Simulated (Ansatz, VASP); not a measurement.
# NbPO4: VASP beside Ansatz

Contents of INCAR:

```
ALGO = Normal ; EDIFF = 1E-6
ENCUT = 520 ; GGA = PE
ISIF = 2 ; ISMEAR = 0
LASPH = True ; LCHARG = True
LELF = True ; LREAL = False
LVHAR = True ; LWAVE = False
NBANDS = 30 ; NELM = 60
PREC = Accurate ; SIGMA = 0.1
```

Contents of KPOINTS:

```
k-points
0
Gamma
  4 4 4
```

Contents of POSCAR:

```
NbPO4
1.0
    0.0000000000      3.2758386400      3.2758386400
    3.2758386400      0.0000000000      3.2758386400
    3.2758386400      3.2758386400      0.0000000000
Nb P O
1 1 4
Direct
    0.0000000000      0.0000000000      0.0000000000
    0.5000000000      0.5000000000      0.5000000000
    0.6189999900      0.1270000000      0.1270000000
    0.1270000000      0.1270000000      0.1270000000
    0.1270000000      0.6189999900      0.1270000000
    0.1270000000      0.1270000000      0.6189999900
```

Input for Ansatz:

```yaml
crystal:
  lattice:
    - [0.0, 3.27583864, 3.27583864]
    - [3.27583864, 0.0, 3.27583864]
    - [3.27583864, 3.27583864, 0.0]
  atoms:
    - { symbol: Nb, position: [0.0, 0.0, 0.0] }
    - { symbol: P, position: [0.5, 0.5, 0.5] }
    - { symbol: O, position: [0.61899999, 0.127, 0.127] }
    - { symbol: O, position: [0.127, 0.127, 0.127] }
    - { symbol: O, position: [0.127, 0.61899999, 0.127] }
    - { symbol: O, position: [0.127, 0.127, 0.61899999] }
basis:
  ecutwfc: 420
kpoints:
  mp_grid: { grid: [4, 4, 4] }
hamiltonian:
  xc: pbe
scf:
  occupations: { method: gaussian, width: 0.1 }
  lower_state_search: "off"
output:
  forces: true
  stress: true
  eigenvalues: true
```

Change from the starting cell: species swapped into the AgClO4 type (F-43m, No. 216).

Alike in both runs: task single point; functional PBE; k mesh 4 × 4 × 4; occupations gaussian, width 0.1 eV; no spin polarisation.

```csv
,VASP,Ansatz
version,VASP 6.6.1,Ansatz 0.2.0
potentials or method,"VASP PAW PBE potentials, release 64 (Nb_sv, P, O), cutoff 520 eV","scalar-relativistic, plane waves, PAW"
valence electrons in the cell,42,42
```

```tsv
	VASP	Ansatz	Ansatz less VASP
gap on the k mesh at the Fermi level (eV)	none	none	-
rms of the force components (eV/Å)	16.225	15.525	-0.7005
```

Atom by atom the forces differ by 0.700 eV/Å (rms over components). A gap of «none» marks a metal or a gap that the smearing closes.

The k mesh is coarse, so the values compare programs but aren't converged.
